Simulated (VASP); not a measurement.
# BiTe (I4/mmm) in VASP: notebook

BiTe is run at these levels: PBE; tasks: single point.

Everything below comes from runs of VASP 6.6.1. Logs are shortened: lines on timing, memory, paths and dates and some standing lists are left out, and cuts for length are marked.

## Step 1: The cell of the first run

Symmetry: I4/mmm, No. 139, tetragonal system. The conventional cell has a = 4.736 Å, b = 4.736 Å, c = 6.442 Å, α = 90.00°, β = 90.00°, γ = 90.00°. Within 4.2 Å of Bi (site symmetry 4/mmm) lie 6 Te at 3.22 to 3.35 Å. Te (site symmetry 4/mmm) has 6 Bi at 3.22 to 3.35 Å within 4.2 Å.

## Step 2: Single point, PBE (biaxial strain in the a-b plane: +3.0 %, then relaxed in part)

Contents of INCAR:

```
PREC     = Accurate       # precision mode
ENCUT    = 520            # plane-wave cutoff, eV
EDIFF    = 1E-6           # SCF threshold, eV
ISMEAR   = 0              # smearing method
SIGMA    = 0.1            # smearing width, eV
LREAL    = False          # projectors in reciprocal space
LASPH    = True           # aspherical terms in the spheres
NELM     = 80             # most SCF steps
ALGO     = Normal         # electronic algorithm
ISIF     = 2              # what is computed and relaxed
LWAVE    = False          # write WAVECAR
LCHARG   = True           # write CHGCAR
GGA      = PE             # functional
LELF     = True           # ELF
LVHAR    = True         
NBANDS   = 29             # bands
```

Contents of KPOINTS:

```
regular mesh
0
Gamma
  12 12 8
```

Contents of POSCAR:

```
BiTe
1.0
    3.3487299870      3.3487299870      0.0000000000
   -3.3487299870      3.3487299870      0.0000000000
    0.0000000000      0.0000000000      6.4419467678
Bi Te
2 2
Direct
    0.0000000000      0.0000000000      0.0000000000
    0.5000000000      0.5000000000      0.5000000000
    0.5000000000      0.5000000000      0.0000000000
    0.0000000000      0.0000000000      0.5000000000
```

Potentials or basis: VASP PAW PBE potentials, release 64 (Bi_d, Te).

Started as:

```console
cat potpaw_PBE.64/Bi_d/POTCAR potpaw_PBE.64/Te/POTCAR > POTCAR
mpirun -np 1 vasp_std > vasp.out
```

OUTCAR:

```text
PREC = Accurate
   ENCUT = 520
   EDIFF = 1E-6
   ISMEAR = 0
   LREAL = False
   LASPH = True
   NELM = 80
   ISIF = 2
   GGA = PE

 ion  position               nearest neighbor table
   1  0.000  0.000  0.000-   4 3.22   4 3.22   3 3.35   3 3.35   3 3.35   3 3.35
   2  0.500  0.500  0.500-   3 3.22   3 3.22   4 3.35   4 3.35   4 3.35   4 3.35
   3  0.500  0.500  0.000-   2 3.22   2 3.22   1 3.35   1 3.35   1 3.35   1 3.35
   4  0.000  0.000  0.500-   1 3.22   1 3.22   2 3.35   2 3.35   2 3.35   2 3.35

  LATTYP: Found a simple tetragonal cell.
 ALAT       =     4.7358193643
 C/A-ratio  =     1.3602602363

  Lattice vectors:

 A1 = (   3.3487299870,   3.3487299870,   0.0000000000)
 A2 = (  -3.3487299870,   3.3487299870,   0.0000000000)
 A3 = (   0.0000000000,   0.0000000000,   6.4419467678)

Analysis of symmetry for initial positions (statically):
=====================================================================
 Subroutine PRICEL returns following result:

  LATTYP: Found a body centered tetragonal cell.
 ALAT       =     4.7358193643
 C/A-ratio  =     1.3602602363

  Lattice vectors:

 A1 = (   0.0000000000,  -3.3487299870,  -3.2209733839)
 A2 = (   0.0000000000,   3.3487299870,  -3.2209733839)
 A3 = (   3.3487299870,   0.0000000000,   3.2209733839)

   2 primitive cells build up your supercell.

 Routine SETGRP: Setting up the symmetry group for a
 simple tetragonal supercell.

 Subroutine GETGRP returns: Found 16 space group operations
 (whereof 16 operations were pure point group operations)
 out of a pool of 16 trial point group operations.

The static configuration has the point symmetry D_4h.

Analysis of symmetry for dynamics (positions and initial velocities):
=====================================================================
 Subroutine PRICEL returns following result:

  LATTYP: Found a body centered tetragonal cell.
 ALAT       =     4.7358193643
 C/A-ratio  =     1.3602602363

  Lattice vectors:

 A1 = (   0.0000000000,  -3.3487299870,  -3.2209733839)
 A2 = (   0.0000000000,   3.3487299870,  -3.2209733839)
 A3 = (   3.3487299870,   0.0000000000,   3.2209733839)

   2 primitive cells build up your supercell.

 Routine SETGRP: Setting up the symmetry group for a
 simple tetragonal supercell.

 Subroutine GETGRP returns: Found 16 space group operations
 (whereof 16 operations were pure point group operations)
 out of a pool of 16 trial point group operations.

The dynamic configuration has the point symmetry D_4h.

 Subroutine INISYM returns: Found 16 space group operations
 (whereof 16 operations are pure point group operations),
 and found     2 'primitive' translations

----------------------------------------------------------------------------------------

                                     Primitive cell

  volume of cell :      72.2399

  direct lattice vectors                    reciprocal lattice vectors
     0.000000000 -3.348729987 -3.220973384     0.149310336 -0.149310336 -0.155232577
     0.000000000  3.348729987 -3.220973384     0.149310336  0.149310336 -0.155232577
     3.348729987  0.000000000  3.220973384     0.298620672  0.000000000  0.000000000

  length of vectors
     4.646360088  4.646360088  4.646360088     0.262076909  0.262076909  0.298620672

  position of ions in fractional coordinates (direct lattice)
     0.000000000  0.000000000  0.000000000
     0.500000000  0.500000000  0.000000000

  ion indices of the primitive-cell ions
   primitive index   ion index
                 1           1
                 2           4

----------------------------------------------------------------------------------------

 KPOINTS: regular mesh

Automatic generation of k-mesh.
 Grid dimensions read from file:
 generate k-points for:   12   12    8

 Generating k-lattice:

  Cartesian coordinates                     Fractional coordinates (reciprocal lattice)
     0.012442528  0.012442528  0.000000000     0.083333333  0.000000000  0.000000000
    -0.012442528  0.012442528  0.000000000     0.000000000  0.083333333  0.000000000
     0.000000000  0.000000000  0.019404072     0.000000000  0.000000000  0.125000000

  Length of vectors
     0.017596392  0.017596392  0.019404072

  Shift w.r.t. Gamma in fractional coordinates (k-lattice)
     0.000000000  0.000000000  0.000000000

 Subroutine IBZKPT returns following result:
 ===========================================

 Found    140 irreducible k-points:

 Following reciprocal coordinates:
            Coordinates               Weight
  0.000000  0.000000  0.000000      1.000000
  0.083333  0.000000  0.000000      4.000000
  0.166667  0.000000  0.000000      4.000000
  0.250000  0.000000  0.000000      4.000000
  0.333333  0.000000  0.000000      4.000000
  0.416667  0.000000  0.000000      4.000000
[... 16 lines left out ...]
  0.333333  0.333333  0.000000      4.000000
  0.416667  0.333333  0.000000      8.000000
 [... further k-points ...]
   k-points           NKPTS =    140   k-points in BZ     NKDIM =    140   number of bands    NBANDS=     29
   number of dos      NEDOS =    301   number of ions     NIONS =      4
   total plane-waves  NPLWV =  62208
   dimension x,y,z NGX =    36 NGY =   36 NGZ =   48
   dimension x,y,z NGXF=    72 NGYF=   72 NGZF=   96
   ions per type =               2   2
   NGX,Y,Z   is equivalent  to a cutoff of  12.64, 12.64, 12.39 a.u.
   NGXF,Y,Z  is equivalent  to a cutoff of  25.27, 25.27, 24.77 a.u.
 SYSTEM =  unknown system
   PREC   = accura    normal or accurate (medium, high low for compatibility)
   ISTART =      0    job   : 0-new  1-cont  2-samecut
   ICHARG =      2    charge: 1-file 2-atom 10-const
   ISPIN  =      1    spin polarized calculation?
   LNONCOLLINEAR =      F non collinear calculations
   LSORBIT =      F    spin-orbit coupling
   LASPH  =      T    aspherical Exc in radial PAW
   ENCUT  =  520.0 eV  38.22 Ry    6.18 a.u.   8.81  8.81 11.98*2*pi/ulx,y,z
   NELM   =     80;   NELMIN=  2; NELMDL= -5     # of ELM steps
   EDIFF  = 0.1E-05   stopping-criterion for ELM
   LREAL  =      F    real-space projection
   EDIFFG = 0.1E-04   stopping-criterion for IOM
   NSW    =      0    number of steps for IOM
   IBRION =     -1    ionic relax: 0-MD 1-quasi-New 2-CG
   NFREE  =      0    steps in history (QN), initial steepest desc. (CG)
   ISIF   =      2    stress and relaxation
   ISYM   =      2    0-nonsym 1-usesym 2-fastsym
   POTIM  = 0.5000    time-step for ionic-motion
   TEBEG  =    0.0;   TEEND  =   0.0 temperature during run
   PSTRESS=    0.0 pullay stress
   NELECT =      42.0000    total number of electrons
   NUPDOWN=      -1.0000    fix difference up-down
   EMIN   =  10.00;   EMAX   =-10.00  energy-range for DOS
   EFERMI =   0.00;   METHOD = LEGACY
   ISMEAR =     0;   SIGMA  =   0.10  broadening in eV -4-tet -1-fermi 0-gaus
   EFERMI_NEDOS =   21; number of points for ismear=-14 and -15
   IALGO  =     38    algorithm
   IMIX   =      4    mixing-type and parameters
     AMIX     =   0.40;   BMIX     =  1.00
     AMIX_MAG =   1.60;   BMIX_MAG =  1.00
  volume/ion in A,a.u.               =      36.12       243.75
  Fermi-wavevector in a.u.,A,eV,Ry     =   1.084481  2.049373 16.001812  1.176100
  Thomas-Fermi vector in A             =   2.220573
   LORBIT       =      0    0 simple, 1 ext, 2 COOP (PROOUT), +10 PAW based schemes
   GGA     = PE    functional components
   LHFCALC =     F    Hartree Fock is set to
   AEXX    =    0.0000 exact exchange contribution
   IVDW    =     0    specifies the selected vdW correction
   LEPSILON=     F    determine dielectric tensor
   LRPA    =     F    only Hartree local field effects (RPA)
 non-spin polarized calculation
 Gauss-broadening in eV      SIGMA  =   0.10
  energy-cutoff  :      520.00
  volume of cell :      144.48
 maximum number of plane-waves:      3944
 NGX is ok and might be reduce to    36
   NGX = 17   NGY = 17   NGZ = 23

 number of electron      42.0000014 magnetization

 Free energy of the ion-electron system (eV)
  ---------------------------------------------------
  ext. energy  EPLUGINS =         0.00000000
  ---------------------------------------------------
  free energy    TOTEN  =       -14.28092021 eV

  energy without entropy =      -14.26584541  energy(sigma->0) =      -14.27338281

 E-fermi :   5.8672     XC(G=0):  -9.1464

 val. band max:        5.8640040684   @ k =   0.3333   0.0000   0.3750
 cond. band min:       5.8691362862   @ k =   0.2500   0.1667   0.1250
 fundamental gap:      0.0051322178
 Fermi energy:         5.8672289745

 k-point     1 :       0.0000    0.0000    0.0000
  band No.  band energies     occupation
      1     -17.2677      2.00000
      2     -17.2568      2.00000
      3     -17.2518      2.00000
      4     -17.2518      2.00000
      5     -17.2434      2.00000
      6     -17.2434      2.00000
[... 21 lines left out ...]
     28      10.5707      0.00000
     29      10.7872      0.00000

 k-point     2 :       0.0833    0.0000    0.0000
  band No.  band energies     occupation
      1     -17.2673      2.00000
      2     -17.2568      2.00000
      3     -17.2517      2.00000
      4     -17.2516      2.00000
      5     -17.2436      2.00000
      6     -17.2435      2.00000
[... 21 lines left out ...]
     28      10.6100      0.00000
     29      10.7144      0.00000

 k-point     3 :       0.1667    0.0000    0.0000
  band No.  band energies     occupation
      1     -17.2664      2.00000
      2     -17.2570      2.00000
      3     -17.2515      2.00000
      4     -17.2512      2.00000
      5     -17.2443      2.00000
      6     -17.2439      2.00000
[... 21 lines left out ...]
     28      10.5474      0.00000
     29      10.7279      0.00000

 k-point     4 :       0.2500    0.0000    0.0000
  band No.  band energies     occupation
      1     -17.2651      2.00000
      2     -17.2574      2.00000
      3     -17.2512      2.00000
      4     -17.2505      2.00000
      5     -17.2452      2.00000
      6     -17.2446      2.00000
[... 597 lines left out ...]
     28       9.7391      0.00000
     29      13.5547      0.00000

 k-point    23 :       0.3333    0.3333    0.0000
  band No.  band energies     occupation
      1     -17.2617      2.00000
      2     -17.2591      2.00000
      3     -17.2535      2.00000
      4     -17.2515      2.00000
      5     -17.2453      2.00000
      6     -17.2432      2.00000
[... 21 lines left out ...]
     28      10.1349      0.00000
     29      12.3308      0.00000

 k-point    24 :       0.4167    0.3333    0.0000
  band No.  band energies     occupation
      1     -17.2611      2.00000
      2     -17.2598      2.00000
      3     -17.2536      2.00000
      4     -17.2525      2.00000
      5     -17.2444      2.00000
      6     -17.2433      2.00000
[... 21 lines left out ...]
     28       9.8889      0.00000
     29      13.1871      0.00000

 [... further k-points ...]

------------------------ aborting loop because EDIFF is reached ----------------------------------------

  FORCE on cell =-STRESS in cart. coord.  units (eV):
  Direction    XX          YY          ZZ          XY          YZ          ZX
  --------------------------------------------------------------------------------------
  -------------------------------------------------------------------------------------
  Total       -2.6581049     -2.6581049     -0.0340850      0.0000000      0.0000000      0.0000000
  in kB      -29.4764586    -29.4764586     -0.3779779      0.0000000      0.0000000      0.0000000
  external PRESSURE =     -19.7769650 kB  Pullay stress =       0.0000000 kB

 VOLUME and BASIS-vectors are now :
 -----------------------------------------------------------------------------
  energy-cutoff  :      520.00
  volume of cell :      144.48
      direct lattice vectors                 reciprocal lattice vectors
     3.348729987  3.348729987  0.000000000     0.149310336  0.149310336  0.000000000
    -3.348729987  3.348729987  0.000000000    -0.149310336  0.149310336  0.000000000
     0.000000000  0.000000000  6.441946768     0.000000000  0.000000000  0.155232577

 POSITION                                       TOTAL-FORCE (eV/Angst)
 -----------------------------------------------------------------------------------
      0.00000      0.00000      0.00000         0.000000     -0.000000     -0.000000
      0.00000      3.34873      3.22097         0.000000      0.000000      0.000000
      0.00000      3.34873      0.00000        -0.000000     -0.000000     -0.000000
      0.00000      0.00000      3.22097        -0.000000     -0.000000     -0.000000
 -----------------------------------------------------------------------------------
    total drift:                               -0.000000      0.000000      0.000000

  FREE ENERGIE OF THE ION-ELECTRON SYSTEM (eV)
  ---------------------------------------------------
  free  energy   TOTEN  =       -14.2809202065 eV

  energy  without entropy=      -14.2658454129  energy(sigma->0) =      -14.27338281
```

Wall time 3.6 min (1 thread of Intel Xeon 6975P-C (Granite Rapids), shared host); peak memory 0.59 GiB.

Results:

- Free energy: -14.2809 eV
- Pressure: -2.0 GPa
- Band gap on the k mesh: zero (bands 21 and 22 overlap by 3.44 eV)

Caveat: the cell differs from its parent crystal (biaxial strain in the a-b plane: +3.0 %, then relaxed in part); spin-orbit coupling is left out, which moves the levels of the heavy elements.

## Step 3: Single point, PBE (biaxial strain in the a-b plane: +4.5 %)

Contents of INCAR:

```
SYSTEM = BiTe
ALGO = Normal ; EDIFF = 1E-6
ENCUT = 520 ; GGA = PE
ISIF = 2 ; ISMEAR = 0
LASPH = .TRUE. ; LCHARG = .FALSE.
LREAL = .FALSE. ; LWAVE = .FALSE.
NBANDS = 29 ; NELM = 80
PREC = Accurate ; SIGMA = 0.1
```

Contents of KPOINTS:

```
k-points
0
G
  12 12 8
  0 0 0
```

Contents of POSCAR:

```
BiTe
1.0
    3.3974978994      3.3974978994      0.0000000000
   -3.3974978994      3.3974978994      0.0000000000
    0.0000000000      0.0000000000      6.3268238395
Bi Te
2 2
Direct
    0.0000000000      0.0000000000      0.0000000000
    0.5000000000      0.5000000000      0.5000000000
    0.5000000000      0.5000000000      0.0000000000
    0.0000000000      0.0000000000      0.5000000000
```

Potentials or basis: VASP PAW PBE potentials, release 64 (Bi_d, Te).

Started as:

```console
cat potpaw_PBE.64/Bi_d/POTCAR potpaw_PBE.64/Te/POTCAR > POTCAR
mpirun -np 1 vasp_std > vasp.out
```

It took 3.3 min on 1 thread of Intel Xeon 6975P-C (Granite Rapids), shared host; peak memory 0.61 GiB.

Results (log left out):

```
Free energy            : -14.1824 eV
Pressure               : -2.1 GPa
Band gap on the k mesh : zero (bands 21 and 22 overlap by 3.40 eV)
```

Stress tensor (GPa, compression positive):
```
-3.75  0.00  0.00
 0.00 -3.75  0.00
 0.00  0.00  1.34
```

Levels at points of the mesh, in eV from the Fermi level:
```csv
k point,band 19,band 20,band 21,band 22,band 23,band 24
"(0.00, 0.00, 0.00)",-2.05,-2.05,1.49,1.49,2.43,3.08
"(0.50, 0.00, 0.00)",-2.17,-2.17,0.03,0.03,0.09,0.09
"(0.50, 0.50, 0.00)",-3.20,-3.20,2.54,2.54,2.58,2.58
"(0.00, 0.00, 0.50)",-2.16,-2.16,0.67,0.67,2.10,2.10
"(0.50, 0.00, 0.50)",-1.44,-1.44,-0.86,-0.86,-0.60,-0.60
"(0.50, 0.50, 0.50)",-1.32,-1.32,-0.07,-0.07,3.13,3.13
```

Caveat: the cell differs from its parent crystal (biaxial strain in the a-b plane: +4.5 %); the stress differs along the axes, from -4 to 1 GPa; spin-orbit coupling is left out, which moves the levels of the heavy elements.
